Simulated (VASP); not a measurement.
# CdH (Pm-3m) in VASP: a series of runs

The runs below take CdH through single point, relaxation of cell and atoms, with PBE.

All numbers are computed with VASP 6.6.1; they aren't measurements. Logs are shortened: lines on timing, memory, paths and dates and some standing lists are left out, and cuts for length are marked.

## (1) The cell of the first run

The structure is cubic, space group Pm-3m (No. 221). The conventional cell has a = 3.029 Å, b = 3.029 Å, c = 3.029 Å, α = 90.00°, β = 90.00°, γ = 90.00°. Within 3.5 Å of Cd (site symmetry m-3m) lie 8 H at 2.62 Å and 6 Cd at 3.03 Å. Within 3.5 Å of H (site symmetry m-3m) lie 8 Cd at 2.62 Å and 6 H at 3.03 Å.

## (2) Single point, PBE

Input file INCAR:

```
ALGO = Normal ; EDIFF = 1E-6
ENCUT = 520 ; GGA = PE
ISIF = 2 ; ISMEAR = 0
LASPH = T ; LCHARG = F
LREAL = F ; LWAVE = F
NBANDS = 14 ; NELM = 60
PREC = Accurate ; SIGMA = 0.1
```

Input file KPOINTS:

```
k-points
0
Gamma
  18 18 18
```

Input file POSCAR:

```
CdH
1.0
    3.0292762424      0.0000000000      0.0000000000
    0.0000000000      3.0292762424      0.0000000000
    0.0000000000      0.0000000000      3.0292762424
Cd H
1 1
Direct
    0.5000000000      0.5000000000      0.5000000000
    0.0000000000      0.0000000000      0.0000000000
```

Potentials or basis: VASP PAW PBE potentials, release 64 (Cd, H).

The run is started by

```console
$ cat potpaw_PBE.64/Cd/POTCAR potpaw_PBE.64/H/POTCAR > POTCAR
$ mpirun -np 1 vasp_std > vasp.out
```

OUTCAR:

```text
EDIFF = 1E-6
   ENCUT = 520
   GGA = PE
   ISIF = 2
   ISMEAR = 0
   LASPH = T
   LREAL = F
   NELM = 60
   PREC = Accurate

 ion  position               nearest neighbor table
   1  0.500  0.500  0.500-
   2  0.000  0.000  0.000-

  LATTYP: Found a simple cubic cell.
 ALAT       =     3.0292762424

  Lattice vectors:

 A1 = (   3.0292762424,   0.0000000000,   0.0000000000)
 A2 = (   0.0000000000,   3.0292762424,   0.0000000000)
 A3 = (   0.0000000000,   0.0000000000,   3.0292762424)

Analysis of symmetry for initial positions (statically):
=====================================================================
 Subroutine PRICEL returns:
 Original cell was already a primitive cell.

 Routine SETGRP: Setting up the symmetry group for a
 simple cubic supercell.

 Subroutine GETGRP returns: Found 48 space group operations
 (whereof 48 operations were pure point group operations)
 out of a pool of 48 trial point group operations.

The static configuration has the point symmetry O_h .

Analysis of symmetry for dynamics (positions and initial velocities):
=====================================================================
 Subroutine PRICEL returns:
 Original cell was already a primitive cell.

 Routine SETGRP: Setting up the symmetry group for a
 simple cubic supercell.

 Subroutine GETGRP returns: Found 48 space group operations
 (whereof 48 operations were pure point group operations)
 out of a pool of 48 trial point group operations.

The dynamic configuration has the point symmetry O_h .

 Subroutine INISYM returns: Found 48 space group operations
 (whereof 48 operations are pure point group operations),
 and found     1 'primitive' translations

----------------------------------------------------------------------------------------

                                     Primitive cell

  volume of cell :      27.7982

  direct lattice vectors                    reciprocal lattice vectors
     3.029276242  0.000000000  0.000000000     0.330111855  0.000000000  0.000000000
     0.000000000  3.029276242  0.000000000     0.000000000  0.330111855  0.000000000
     0.000000000  0.000000000  3.029276242     0.000000000  0.000000000  0.330111855

  length of vectors
     3.029276242  3.029276242  3.029276242     0.330111855  0.330111855  0.330111855

  position of ions in fractional coordinates (direct lattice)
     0.500000000  0.500000000  0.500000000
     0.000000000  0.000000000  0.000000000

  ion indices of the primitive-cell ions
   primitive index   ion index
                 1           1
                 2           2

[... 84 lines left out ...]
   EMIN   =  10.00;   EMAX   =-10.00  energy-range for DOS
   EFERMI =   0.00;   METHOD = LEGACY
   ISMEAR =     0;   SIGMA  =   0.10  broadening in eV -4-tet -1-fermi 0-gaus
   EFERMI_NEDOS =   21; number of points for ismear=-14 and -15
   IALGO  =     38    algorithm
   IMIX   =      4    mixing-type and parameters
     AMIX     =   0.40;   BMIX     =  1.00
     AMIX_MAG =   1.60;   BMIX_MAG =  1.00
  volume/ion in A,a.u.               =      13.90        93.80
  Fermi-wavevector in a.u.,A,eV,Ry     =   1.270722  2.401316 21.969781  1.614733
  Thomas-Fermi vector in A             =   2.403694
   LORBIT       =      0    0 simple, 1 ext, 2 COOP (PROOUT), +10 PAW based schemes
   GGA     = PE    functional components
   LHFCALC =     F    Hartree Fock is set to
   AEXX    =    0.0000 exact exchange contribution
   IVDW    =     0    specifies the selected vdW correction
   LEPSILON=     F    determine dielectric tensor
   LRPA    =     F    only Hartree local field effects (RPA)
 non-spin polarized calculation
 Gauss-broadening in eV      SIGMA  =   0.10
  energy-cutoff  :      520.00
  volume of cell :       27.80
 maximum number of plane-waves:       768
 NGX is ok and might be reduce to    24
   NGX = 11   NGY = 11   NGZ = 11

 number of electron      12.9999997 magnetization

 Free energy of the ion-electron system (eV)
  ---------------------------------------------------
  ext. energy  EPLUGINS =         0.00000000
  ---------------------------------------------------
  free energy    TOTEN  =        -2.76204907 eV

  energy without entropy =       -2.75862043  energy(sigma->0) =       -2.76033475

 E-fermi :   1.8725     XC(G=0): -10.4407

 val. band max:        1.8524209381   @ k =   0.3333   0.1667   0.1667
 cond. band min:       1.8899133767   @ k =   0.4444   0.3333   0.2778
 fundamental gap:      0.0374924385
 Fermi energy:         1.8724680660

 k-point     1 :       0.0000    0.0000    0.0000
  band No.  band energies     occupation
      1      -7.5402      2.00000
      2      -7.5402      2.00000
      3      -7.0816      2.00000
      4      -6.3097      2.00000
      5      -6.3097      2.00000
      6      -6.3097      2.00000
      7       5.9821      0.00000
      8      10.4468      0.00000
      9      10.4468      0.00000
     10      10.4468      0.00000
     11      14.2966      0.00000
     12      14.2966      0.00000
     13      25.6817      0.00000
     14      25.6817      0.00000
[... 377 lines left out ...]
      1      -7.4009      2.00000
      2      -7.0260      2.00000
      3      -6.7348      2.00000
      4      -6.5869      2.00000
      5      -6.3268      2.00000
      6      -4.7888      2.00000
      7       1.2743      2.00000
      8       7.8842      0.00000
      9      11.9439      0.00000
     10      13.0636      0.00000
     11      15.5186      0.00000
     12      18.2963      0.00000
     13      19.5378      0.00000
     14      20.0615      0.00000

 [... further k-points ...]

------------------------ aborting loop because EDIFF is reached ----------------------------------------

  FORCE on cell =-STRESS in cart. coord.  units (eV):
  Direction    XX          YY          ZZ          XY          YZ          ZX
  --------------------------------------------------------------------------------------
  -------------------------------------------------------------------------------------
  Total        0.0400211      0.0400211      0.0400211      0.0000000      0.0000000     -0.0000000
  in kB        2.3066568      2.3066568      2.3066568      0.0000000      0.0000000     -0.0000000
  external PRESSURE =       2.3066568 kB  Pullay stress =       0.0000000 kB

 VOLUME and BASIS-vectors are now :
 -----------------------------------------------------------------------------
  energy-cutoff  :      520.00
  volume of cell :       27.80
      direct lattice vectors                 reciprocal lattice vectors
     3.029276242  0.000000000  0.000000000     0.330111855  0.000000000  0.000000000
     0.000000000  3.029276242  0.000000000     0.000000000  0.330111855  0.000000000
     0.000000000  0.000000000  3.029276242     0.000000000  0.000000000  0.330111855

 POSITION                                       TOTAL-FORCE (eV/Angst)
 -----------------------------------------------------------------------------------
      1.51464      1.51464      1.51464         0.000000      0.000000      0.000000
      0.00000      0.00000      0.00000         0.000000      0.000000      0.000000
 -----------------------------------------------------------------------------------
    total drift:                                0.000000     -0.000000     -0.000000

  FREE ENERGIE OF THE ION-ELECTRON SYSTEM (eV)
  ---------------------------------------------------
  free  energy   TOTEN  =        -2.7620490656 eV

  energy  without entropy=       -2.7586204346  energy(sigma->0) =       -2.76033475
```

Run time: 31 s. Hardware: 1 thread of Intel Xeon Platinum 8259CL at 2.50GHz (Skylake/Cascade Lake), shared host; peak memory 0.2 GiB.

What came out:

- Free energy: -2.7620 eV
- Pressure: 0.2 GPa

## (3) Relaxation of cell and atoms, PBE

This run uses another cell than the first one, of 14.00 Å³/atom, 1.008 times its volume.

Input file INCAR:

```
SYSTEM = CdH
ALGO = Normal
EDIFF = 1E-6
EDIFFG = -0.01
ENCUT = 600
GGA = PE
IBRION = 2
ISIF = 3
ISMEAR = 0
LASPH = .True.
LCHARG = .False.
LREAL = .False.
LWAVE = .False.
NELM = 60
NSW = 100
PREC = Accurate
SIGMA = 0.1
```

Input file KPOINTS:

```
k-points
0
Gamma
  18 18 18
  0 0 0
```

Input file POSCAR:

```
CdH
1.0
    3.0368359533      0.0000000000      0.0000000000
    0.0000000000      3.0368359533      0.0000000000
    0.0000000000      0.0000000000      3.0368359533
Cd H
1 1
Direct
    0.5000000000      0.5000000000      0.5000000000
    0.0000000000      0.0000000000      0.0000000000
```

Potentials or basis: VASP PAW PBE potentials, release 64 (Cd, H).

The run is started by

```console
$ cat potpaw_PBE.64/Cd/POTCAR potpaw_PBE.64/H/POTCAR > POTCAR
$ mpirun -np 1 vasp_std > vasp.out
```

OUTCAR:

```text
SYSTEM = CdH
   EDIFF = 1E-6
   EDIFFG = -0.01
   ENCUT = 600
   GGA = PE
   IBRION = 2
   ISIF = 3
   ISMEAR = 0
   LASPH = .True.
   LREAL = .False.
   NELM = 60
   NSW = 100
   PREC = Accurate

 ion  position               nearest neighbor table
   1  0.500  0.500  0.500-
   2  0.000  0.000  0.000-

  LATTYP: Found a simple cubic cell.
 ALAT       =     3.0368359533

  Lattice vectors:

[... 543 lines left out ...]

 [... further k-points ...]

------------------------ aborting loop because EDIFF is reached ----------------------------------------

  FORCE on cell =-STRESS in cart. coord.  units (eV):
  Direction    XX          YY          ZZ          XY          YZ          ZX
  --------------------------------------------------------------------------------------
  -------------------------------------------------------------------------------------
  Total       -0.0075716     -0.0075716     -0.0075716     -0.0000000     -0.0000000      0.0000000
  in kB       -0.4342542     -0.4342542     -0.4342542     -0.0000000     -0.0000000      0.0000000
  external PRESSURE =      -0.4342542 kB  Pullay stress =       0.0000000 kB

 VOLUME and BASIS-vectors are now :
 -----------------------------------------------------------------------------
  energy-cutoff  :      600.00
  volume of cell :       27.94
      direct lattice vectors                 reciprocal lattice vectors
     3.034256252  0.000000000 -0.000000000     0.329570055 -0.000000000 -0.000000000
     0.000000000  3.034256252  0.000000000    -0.000000000  0.329570055 -0.000000000
     0.000000000  0.000000000  3.034256252     0.000000000 -0.000000000  0.329570055

 POSITION                                       TOTAL-FORCE (eV/Angst)
 -----------------------------------------------------------------------------------
      1.51713      1.51713      1.51713         0.000000      0.000000      0.000000
      0.00000      0.00000      0.00000        -0.000000     -0.000000      0.000000
 -----------------------------------------------------------------------------------
    total drift:                                0.000000     -0.000000     -0.000000

  FREE ENERGIE OF THE ION-ELECTRON SYSTEM (eV)
  ---------------------------------------------------
  free  energy   TOTEN  =        -2.7620737714 eV

  energy  without entropy=       -2.7586187140  energy(sigma->0) =       -2.76034624

 reached required accuracy - stopping structural energy minimisation
```

CONTCAR:

```text
CdH
   1.00000000000000
     3.0342562518362484    0.0000000000000000   -0.0000000000000000
     0.0000000000000000    3.0342562518362484    0.0000000000000000
     0.0000000000000000    0.0000000000000000    3.0342562518362484
  Cd              H
     1     1
Direct
     0.5000000000000000    0.5000000000000000    0.5000000000000000
     0.0000000000000000    0.0000000000000000    0.0000000000000000

  0.00000000E+00  0.00000000E+00  0.00000000E+00
  0.00000000E+00  0.00000000E+00  0.00000000E+00
```

It took 34 s on 1 thread of Intel Xeon Platinum 8259CL at 2.50GHz (Skylake/Cascade Lake), shared host; peak memory 0.21 GiB.

What came out:

- Free energy: -2.7621 eV
- Relaxed volume: 13.97 Å³/atom
- Relaxed cell: a = 3.034 Å, b = 3.034 Å, c = 3.034 Å, α = 90.00°, β = 90.00°, γ = 90.00°
- Space group after relaxing (to 0.05 Å): Pm-3m (No. 221)
- Energy gained by relaxing: 0.0 meV/atom
- Ionic steps: 2
- Pressure after relaxing: 0.0 GPa

Final structure:
```
Cd H
1.0
     3.03426    0.00000    0.00000
     0.00000    3.03426    0.00000
     0.00000    0.00000    3.03426
Cd H
1 1
Direct
  0.50000 0.50000 0.50000
  0.00000 0.00000 0.00000
```

Levels at points of the mesh, in eV from the Fermi level:
```
           k point  band 3  band 4  band 5  band 6  band 7  band 8  band 9  band 10
(0.00, 0.00, 0.00)   -8.91   -8.18   -8.18   -8.18    4.09    8.56    8.56     8.56
(0.50, 0.00, 0.00)   -8.55   -8.55   -8.14   -5.26   -3.11    6.93   12.70    12.70
(0.50, 0.50, 0.00)   -8.48   -8.48   -7.85   -1.45    0.58    0.58    1.31    14.56
(0.50, 0.50, 0.50)   -9.08   -7.83   -7.83   -1.20    4.11    4.11    4.11     6.42
```
